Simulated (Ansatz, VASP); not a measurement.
Sb: VASP beside Ansatz

```
CELL_PARAMETERS angstrom
0.00000 3.49469 3.49469
3.49469 0.00000 3.49469
3.49469 3.49469 0.00000
ATOMIC_POSITIONS crystal
Sb 0.00000 0.00000 0.00000
Sb 0.25000 0.25000 0.25000
```

Alike in both runs: functional PBE; k mesh 14 × 14 × 14; occupations gaussian, width 0.1 eV; no spin polarisation.

Ansatz relaxed the structure, and its values are those at the end. VASP's run is a single point on that final structure, the one shown.

|  | VASP | Ansatz |
| --- | --- | --- |
| version | VASP 6.6.1 | Ansatz 0.2.0 |
| potentials or method | VASP PAW PBE potentials, release 64 (Sb), cutoff 520 eV | scalar-relativistic, plane waves, PAW |
| valence electrons in the cell | 10 | 30 |

|  | VASP | Ansatz | Ansatz less VASP |
| --- | --- | --- | --- |
| gap on the k mesh at the Fermi level (eV) | none | none | - |
| pressure (GPa) | 0.0 | 0.0 | -0.01 |

A gap of «none» marks a metal or a gap that the smearing closes. VASP's potentials hold 10 valence electrons a cell and Ansatz's 30, so a difference there can come from the potentials and not from the codes.

Spin-orbit coupling is off throughout.
